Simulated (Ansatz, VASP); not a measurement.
# CaBi: VASP beside Ansatz

```
Bi Ca
1.0
     4.90282    0.00000    0.00000
     2.45141   -5.97464    0.00000
     0.00000    0.00000   -4.54131
Bi Ca
2 2
Direct
  0.42200 0.15600 0.75000
  0.57800 0.84400 0.25000
  0.13200 0.73600 0.75000
  0.86800 0.26400 0.25000
```

Alike in both runs: task single point; functional PBE; k mesh 8 × 8 × 8; no spin polarisation.

|  | VASP | Ansatz |
| --- | --- | --- |
| version | VASP 6.6.1 | Ansatz 0.2.0 |
| potentials or method | VASP PAW PBE potentials, release 64 (Bi_d, Ca_sv), cutoff 520 eV | PAW plane waves |
| occupations | fermi-dirac, width 0.1 eV | fermi-dirac |
| valence electrons in the cell | 50 | 50 |

```csv
,VASP,Ansatz,Ansatz less VASP
pressure (GPa),2.8,2.8,+0.01
"traceless stress, the component that is largest in VASP (GPa)",-4.43,-4.43,-0.004
rms of the force components (eV/Å),0.882,0.883,+0.0003
```

Atom by atom the forces differ by 0.003 eV/Å (rms over components).

Spin-orbit coupling is off throughout.
